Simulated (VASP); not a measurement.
# Fe (P6_3/mmc) in VASP: notebook

Runs on Fe. Level: PBEsol. Tasks: single point.

All numbers are computed with VASP 6.6.1; they aren't measurements. Logs are shortened: lines on timing, memory, paths and dates and some standing lists are left out, and cuts for length are marked.

## 1. The cell of the first run

It takes space group P6_3/mmc (No. 194, hexagonal). Conventional cell: a = 2.482 Å, b = 2.482 Å, c = 3.917 Å, α = 90.00°, β = 90.00°, γ = 120.00°. Within 3.2 Å of Fe (site symmetry -6m2) lie 12 Fe at 2.43 to 2.48 Å.

This isn't the form of Fe at room conditions, which is bcc.

## 2. Single point, PBEsol (10.45 Å³/atom)

File INCAR:

```
  PREC = Accurate
  ENCUT = 520
  EDIFF = 1E-6
  ISMEAR = -1
  SIGMA = 0.08
  LREAL = False
  LASPH = True
  NELM = 60
  ALGO = Normal
  ISIF = 2
  LWAVE = False
  LCHARG = False
  GGA = PS
  NBANDS = 15
```

File KPOINTS:

```
regular mesh
0
Gamma
  17 17 10
```

File POSCAR:

```
Fe
1.0
    2.4818982858      0.0000000000      0.0000000000
   -1.2409491429      2.1493869651      0.0000000000
    0.0000000000      0.0000000000      3.9172856485
Fe
2
Direct
    0.3333333333      0.6666666667      0.2500000000
    0.6666666667      0.3333333333      0.7500000000
```

Potentials or basis: VASP PAW PBE potentials, release 64 (Fe).

Launch:

```console
$ cat potpaw_PBE.64/Fe/POTCAR > POTCAR
$ mpirun -np 1 vasp_std > vasp.out
```

OUTCAR:

```text
PREC = Accurate
   ENCUT = 520
   EDIFF = 1E-6
   ISMEAR = -1
   LREAL = False
   LASPH = True
   NELM = 60
   ISIF = 2
   GGA = PS

 ion  position               nearest neighbor table
   1  0.333  0.667  0.250-   2 2.43   2 2.43   2 2.43   2 2.43   2 2.43   2 2.43
   2  0.667  0.333  0.750-   1 2.43   1 2.43   1 2.43   1 2.43   1 2.43   1 2.43

  LATTYP: Found a hexagonal cell.
 ALAT       =     2.4818982858
 C/A-ratio  =     1.5783425416

  Lattice vectors:

 A1 = (   2.4818982858,   0.0000000000,   0.0000000000)
 A2 = (  -1.2409491429,   2.1493869651,   0.0000000000)
 A3 = (   0.0000000000,   0.0000000000,   3.9172856485)

Analysis of symmetry for initial positions (statically):
=====================================================================
 Subroutine PRICEL returns:
 Original cell was already a primitive cell.

 Routine SETGRP: Setting up the symmetry group for a
 hexagonal supercell.

 Subroutine GETGRP returns: Found 24 space group operations
 (whereof 12 operations were pure point group operations)
 out of a pool of 24 trial point group operations.

The static configuration has the point symmetry D_3d.
 The point group associated with its full space group is D_6h.

Analysis of symmetry for dynamics (positions and initial velocities):
=====================================================================
 Subroutine PRICEL returns:
 Original cell was already a primitive cell.

 Routine SETGRP: Setting up the symmetry group for a
 hexagonal supercell.

 Subroutine GETGRP returns: Found 24 space group operations
 (whereof 12 operations were pure point group operations)
 out of a pool of 24 trial point group operations.

The dynamic configuration has the point symmetry D_3d.
 The point group associated with its full space group is D_6h.

 Subroutine INISYM returns: Found 24 space group operations
 (whereof 12 operations are pure point group operations),
 and found     1 'primitive' translations

----------------------------------------------------------------------------------------

                                     Primitive cell

  volume of cell :      20.8970

  direct lattice vectors                    reciprocal lattice vectors
     2.481898286  0.000000000  0.000000000     0.402917398  0.232624468  0.000000000
    -1.240949143  2.149386965  0.000000000     0.000000000  0.465248937  0.000000000
     0.000000000  0.000000000  3.917285649     0.000000000  0.000000000  0.255278805

  length of vectors
[... 92 lines left out ...]
   PSTRESS=    0.0 pullay stress
   NELECT =      16.0000    total number of electrons
   NUPDOWN=      -1.0000    fix difference up-down
   EMIN   =  10.00;   EMAX   =-10.00  energy-range for DOS
   EFERMI =   0.00;   METHOD = LEGACY
   ISMEAR =    -1;   SIGMA  =   0.08  broadening in eV -4-tet -1-fermi 0-gaus
   EFERMI_NEDOS =   21; number of points for ismear=-14 and -15
   IALGO  =     38    algorithm
   IMIX   =      4    mixing-type and parameters
     AMIX     =   0.40;   BMIX     =  1.00
     AMIX_MAG =   1.60;   BMIX_MAG =  1.00
  volume/ion in A,a.u.               =      10.45        70.51
  Fermi-wavevector in a.u.,A,eV,Ry     =   1.497684  2.830213 30.518652  2.243058
  Thomas-Fermi vector in A             =   2.609540
   LORBIT       =      0    0 simple, 1 ext, 2 COOP (PROOUT), +10 PAW based schemes
   GGA     = PS    functional components
   LHFCALC =     F    Hartree Fock is set to
   AEXX    =    0.0000 exact exchange contribution
   IVDW    =     0    specifies the selected vdW correction
   LEPSILON=     F    determine dielectric tensor
   LRPA    =     F    only Hartree local field effects (RPA)
 non-spin polarized calculation
  energy-cutoff  :      520.00
  volume of cell :       20.90
 maximum number of plane-waves:       576
   NGX =  9   NGY =  9   NGZ = 15

 number of electron      15.9999995 magnetization

 Free energy of the ion-electron system (eV)
  ---------------------------------------------------
  ext. energy  EPLUGINS =         0.00000000
  ---------------------------------------------------
  free energy    TOTEN  =       -17.82105771 eV

  energy without entropy =      -17.76314805  energy(sigma->0) =      -17.79210288

 E-fermi :   6.4621     XC(G=0): -13.8058

 val. band max:        6.4588109551   @ k =   0.2941  -0.0000   0.0000
 cond. band min:       6.4628789409   @ k =   0.2941  -0.0000   0.2000
 fundamental gap:      0.0040679858
 Fermi energy:         6.4620948664

 k-point     1 :       0.0000    0.0000    0.0000
  band No.  band energies     occupation
      1      -2.3504      2.00000
      2       1.6546      2.00000
      3       4.8649      2.00000
      4       4.8649      2.00000
      5       4.9965      2.00000
      6       5.3167      2.00000
      7       5.3167      2.00000
      8       5.6393      1.99993
      9       5.6393      1.99993
     10       6.9833      0.00296
     11       7.1531      0.00035
     12       7.1531      0.00035
     13      14.9833      0.00000
     14      28.1291      0.00000
[... 401 lines left out ...]
      2       2.9167      2.00000
      3       3.2416      2.00000
      4       3.4242      2.00000
      5       4.6357      2.00000
      6       5.0092      2.00000
      7       5.3810      2.00000
      8       6.0133      1.99271
      9       6.5684      0.41878
     10       7.0686      0.00102
     11       7.3583      0.00003
     12      13.6072      0.00000
     13      15.4580      0.00000
     14      19.5628      0.00000
     15      20.2389      0.00000

 [... further k-points ...]

------------------------ aborting loop because EDIFF is reached ----------------------------------------

  FORCE on cell =-STRESS in cart. coord.  units (eV):
  Direction    XX          YY          ZZ          XY          YZ          ZX
  --------------------------------------------------------------------------------------
  -------------------------------------------------------------------------------------
  Total       -2.2948171     -2.2948171     -2.2965804      0.0000000      0.0000000      0.0000000
  in kB     -175.9441522   -175.9441522   -176.0793405      0.0000000      0.0000000      0.0000000
  external PRESSURE =    -175.9892149 kB  Pullay stress =       0.0000000 kB

 VOLUME and BASIS-vectors are now :
 -----------------------------------------------------------------------------
  energy-cutoff  :      520.00
  volume of cell :       20.90
      direct lattice vectors                 reciprocal lattice vectors
     2.481898286  0.000000000  0.000000000     0.402917398  0.232624468  0.000000000
    -1.240949143  2.149386965  0.000000000     0.000000000  0.465248937  0.000000000
     0.000000000  0.000000000  3.917285649     0.000000000  0.000000000  0.255278805

 POSITION                                       TOTAL-FORCE (eV/Angst)
 -----------------------------------------------------------------------------------
     -0.00000      1.43292      0.97932        -0.000000      0.000000      0.000000
      1.24095      0.71646      2.93796         0.000000     -0.000000      0.000000
 -----------------------------------------------------------------------------------
    total drift:                               -0.000000      0.000000     -0.000000

  FREE ENERGIE OF THE ION-ELECTRON SYSTEM (eV)
  ---------------------------------------------------
  free  energy   TOTEN  =       -17.8210577085 eV

  energy  without entropy=      -17.7631480489  energy(sigma->0) =      -17.79210288
```

stdout:

```text
POSCAR found type information on POSCAR Fe
 POSCAR found :  1 types and       2 ions
 scaLAPACK will be used
 -----------------------------------------------------------------------------
|                                                                             |
|                                                                             |
|     You enforced a specific xc type in the INCAR file but a different       |
|     I HOPE YOU KNOW WHAT YOU ARE DOING!                                     |
|                                                                             |
 -----------------------------------------------------------------------------

 LDA part: xc-table for (Slater+PW92), standard interpolation
 POSCAR, INCAR and KPOINTS ok, starting setup
 FFT: planning ... GRIDC
 FFT: planning ... GRID_SOFT
 FFT: planning ... GRID
 WAVECAR not read
 entering main loop
```

It took 91 s on 1 thread of Intel Xeon 8259CL, shared host; peak memory 0.17 GiB.

Results:

```
Free energy            : -17.8211 eV
Pressure               : -17.6 GPa
Band gap on the k mesh : zero (bands 8 and 9 overlap by 1.76 eV)
```

Levels at points of the mesh, in eV from the Fermi level:
```tsv
k point	band 6	band 7	band 8	band 9	band 10	band 11
(0.00, 0.00, 0.00)	-1.15	-1.15	-0.82	-0.82	0.52	0.69
(0.00, 0.00, 0.50)	-1.71	-1.71	-1.71	0.31	0.31	0.31
```

Caveat: the cell stands under tension; the PAW data sets were made with another functional, which shifts forces and pressure a little; the run has no spin polarisation, though such a crystal can be magnetic.

## 3. Single point, PBEsol (equal xx and yy strain of +3 %)

File INCAR:

```
SYSTEM = Fe
  PREC = Accurate
  ENCUT = 520
  EDIFF = 1E-7
  ISMEAR = -1
  SIGMA = 0.08
  LREAL = .FALSE.
  LASPH = .TRUE.
  NELM = 80
  ALGO = Normal
  ISIF = 2
  LWAVE = .FALSE.
  LCHARG = .FALSE.
  GGA = PS
  NBANDS = 15
```

File KPOINTS:

```
Automatic mesh
0
G
  17 17 10
  0 0 0
```

File POSCAR:

```
Fe
1.0
    2.5071823129      0.0000000000      0.0000000000
   -1.2535911564      2.1712835749      0.0000000000
    0.0000000000      0.0000000000      3.8419344700
Fe
2
Direct
    0.3333333333      0.6666666667      0.2500000000
    0.6666666667      0.3333333333      0.7500000000
```

Potentials or basis: VASP PAW PBE potentials, release 64 (Fe).

Launch:

```console
$ cat potpaw_PBE.64/Fe/POTCAR > POTCAR
$ mpirun -np 1 vasp_std > vasp.out
```

OUTCAR:

```text
SYSTEM = Fe
   PREC = Accurate
   ENCUT = 520
   EDIFF = 1E-7
   ISMEAR = -1
   LREAL = .FALSE.
   LASPH = .TRUE.
   NELM = 80
   ISIF = 2
   GGA = PS

 ion  position               nearest neighbor table
   1  0.333  0.667  0.250-   2 2.41   2 2.41   2 2.41   2 2.41   2 2.41   2 2.41
   2  0.667  0.333  0.750-   1 2.41   1 2.41   1 2.41   1 2.41   1 2.41   1 2.41

  LATTYP: Found a hexagonal cell.
 ALAT       =     2.5071823129
 C/A-ratio  =     1.5323713997

  Lattice vectors:

 A1 = (   2.5071823129,   0.0000000000,   0.0000000000)
 A2 = (  -1.2535911564,   2.1712835749,   0.0000000000)
 A3 = (   0.0000000000,   0.0000000000,   3.8419344700)

Analysis of symmetry for initial positions (statically):
=====================================================================
 Subroutine PRICEL returns:
 Original cell was already a primitive cell.

 Routine SETGRP: Setting up the symmetry group for a
 hexagonal supercell.

 Subroutine GETGRP returns: Found 24 space group operations
 (whereof 12 operations were pure point group operations)
 out of a pool of 24 trial point group operations.

The static configuration has the point symmetry D_3d.
 The point group associated with its full space group is D_6h.

Analysis of symmetry for dynamics (positions and initial velocities):
=====================================================================
 Subroutine PRICEL returns:
 Original cell was already a primitive cell.

 Routine SETGRP: Setting up the symmetry group for a
 hexagonal supercell.

 Subroutine GETGRP returns: Found 24 space group operations
 (whereof 12 operations were pure point group operations)
 out of a pool of 24 trial point group operations.

The dynamic configuration has the point symmetry D_3d.
 The point group associated with its full space group is D_6h.

 Subroutine INISYM returns: Found 24 space group operations
 (whereof 12 operations are pure point group operations),
[... 122 lines left out ...]
   LHFCALC =     F    Hartree Fock is set to
   AEXX    =    0.0000 exact exchange contribution
   IVDW    =     0    specifies the selected vdW correction
   LEPSILON=     F    determine dielectric tensor
   LRPA    =     F    only Hartree local field effects (RPA)
 non-spin polarized calculation
  energy-cutoff  :      520.00
  volume of cell :       20.91
 maximum number of plane-waves:       579
 NGX is ok and might be reduce to    20
   NGX =  9   NGY =  9   NGZ = 15

 number of electron      15.9999996 magnetization

 Free energy of the ion-electron system (eV)
  ---------------------------------------------------
  ext. energy  EPLUGINS =         0.00000000
  ---------------------------------------------------
  free energy    TOTEN  =       -17.80429132 eV

  energy without entropy =      -17.74713366  energy(sigma->0) =      -17.77571249

 E-fermi :   6.4570     XC(G=0): -13.7987

 val. band max:        6.4558304786   @ k =   0.3529   0.2941   0.3000
 cond. band min:       6.4698879714   @ k =   0.3529   0.0588   0.3000
 fundamental gap:      0.0140574928
 Fermi energy:         6.4569675049

 k-point     1 :       0.0000    0.0000    0.0000
  band No.  band energies     occupation
      1      -2.3513      2.00000
      2       1.6575      2.00000
      3       4.8369      2.00000
      4       4.8369      2.00000
      5       5.1712      2.00000
      6       5.3352      2.00000
      7       5.3352      2.00000
      8       5.4958      1.99999
      9       5.4958      1.99999
     10       7.1515      0.00034
     11       7.1515      0.00034
     12       7.3560      0.00003
     13      15.3980      0.00000
     14      27.7330      0.00000
[... 401 lines left out ...]
      2       2.8295      2.00000
      3       3.2730      2.00000
      4       3.3906      2.00000
      5       4.5720      2.00000
      6       5.0987      2.00000
      7       5.3542      2.00000
      8       6.1293      1.96727
      9       6.5000      0.73722
     10       7.0119      0.00194
     11       7.4193      0.00001
     12      13.8248      0.00000
     13      15.7907      0.00000
     14      19.2132      0.00000
     15      19.9056      0.00000

 [... further k-points ...]

------------------------ aborting loop because EDIFF is reached ----------------------------------------

  FORCE on cell =-STRESS in cart. coord.  units (eV):
  Direction    XX          YY          ZZ          XY          YZ          ZX
  --------------------------------------------------------------------------------------
  -------------------------------------------------------------------------------------
  Total       -2.7564638     -2.7564638     -1.2586455     -0.0000000     -0.0000000      0.0000000
  in kB     -211.1594236   -211.1594236    -96.4187708     -0.0000000     -0.0000000      0.0000000
  external PRESSURE =    -172.9125393 kB  Pullay stress =       0.0000000 kB

 VOLUME and BASIS-vectors are now :
 -----------------------------------------------------------------------------
  energy-cutoff  :      520.00
  volume of cell :       20.91
      direct lattice vectors                 reciprocal lattice vectors
     2.507182313  0.000000000  0.000000000     0.398854122  0.230278535  0.000000000
    -1.253591156  2.171283575  0.000000000     0.000000000  0.460557069  0.000000000
     0.000000000  0.000000000  3.841934470     0.000000000  0.000000000  0.260285543

 POSITION                                       TOTAL-FORCE (eV/Angst)
 -----------------------------------------------------------------------------------
     -0.00000      1.44752      0.96048         0.000000     -0.000000      0.000000
      1.25359      0.72376      2.88145        -0.000000      0.000000      0.000000
 -----------------------------------------------------------------------------------
    total drift:                               -0.000000      0.000000     -0.000000

  FREE ENERGIE OF THE ION-ELECTRON SYSTEM (eV)
  ---------------------------------------------------
  free  energy   TOTEN  =       -17.8042913230 eV

  energy  without entropy=      -17.7471336564  energy(sigma->0) =      -17.77571249
```

Wall time 95 s (1 thread of Intel Xeon 8259CL, shared host); peak memory 0.18 GiB.

What came out:

```yaml
Free_energy: -17.8043 eV
Pressure: -17.3 GPa
Band_gap_on_the_k_mesh: zero (bands 8 and 9 overlap by 1.74 eV)
```

Stress tensor (GPa, compression positive):
```
-21.12   0.00   0.00
  0.00 -21.12   0.00
  0.00   0.00  -9.64
```

Caveat: the cell differs from its parent crystal (equal xx and yy strain of +3 %); the cell stands under tension; the PAW data sets were made with another functional, which shifts forces and pressure a little; the run has no spin polarisation, though such a crystal can be magnetic.
